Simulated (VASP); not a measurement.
GeSbTe3: single point with PBE

The system is GeSbTe3.

```xyz
5
Lattice="5.9182 0.0000 0.0000 0.0000 5.9182 0.0000 0.0000 0.0000 5.5432" Properties=species:S:1:pos:R:3 pbc="T T T"
Ge    2.9591    2.9591    2.7716
Sb    0.0000    0.0000    2.7716
Te    0.0000    2.9591    2.7716
Te    2.9591    0.0000    2.7716
Te    2.9591    2.9591    0.0000
```

```json
{
  "Program": "VASP 6.6.1",
  "Task": "single point",
  "Functional": "PBE",
  "Potentials or basis": "VASP PAW PBE potentials, release 64 (Ge_d, Sb, Te)",
  "Cutoff": "520 eV",
  "k mesh": "6 × 6 × 8",
  "Occupations": "gaussian, width 0.1 eV",
  "Spin": "no spin polarisation",
  "Dipole correction": "no",
  "Further INCAR settings": "ALGO = Normal; EDIFF = 1e-06; NBANDS = 26"
}
```

- Pressure: 0.0 GPa

Levels at points of the mesh, in eV from the Fermi level:
```
           k point  band 15  band 16  band 17  band 18  band 19  band 20  band 21  band 22
(0.00, 0.00, 0.00)    -2.93    -1.55    -0.79     0.02     0.02     1.57     3.58     3.79
(0.50, 0.00, 0.00)    -1.50    -1.07    -0.74    -0.24     0.04     0.73     1.44     2.16
(0.50, 0.50, 0.00)    -1.17    -1.13    -0.87    -0.42     0.05     0.19     0.19     0.24
(0.00, 0.00, 0.50)    -2.58    -1.13    -0.89    -0.89     0.85     0.90     2.35     3.77
(0.50, 0.00, 0.50)    -1.24    -0.86    -0.84    -0.16     0.66     0.88     1.76     1.82
(0.50, 0.50, 0.50)    -0.84    -0.71     0.17     0.17     0.28     0.63     0.63     0.84
```

It took 100 s on 1 thread of Intel(R) Xeon(R) 6975P-C (Granite Rapids), with other jobs on the host, peak memory 0.47 GiB.

Caveat: spin-orbit coupling is left out, which moves the levels of the heavy elements.
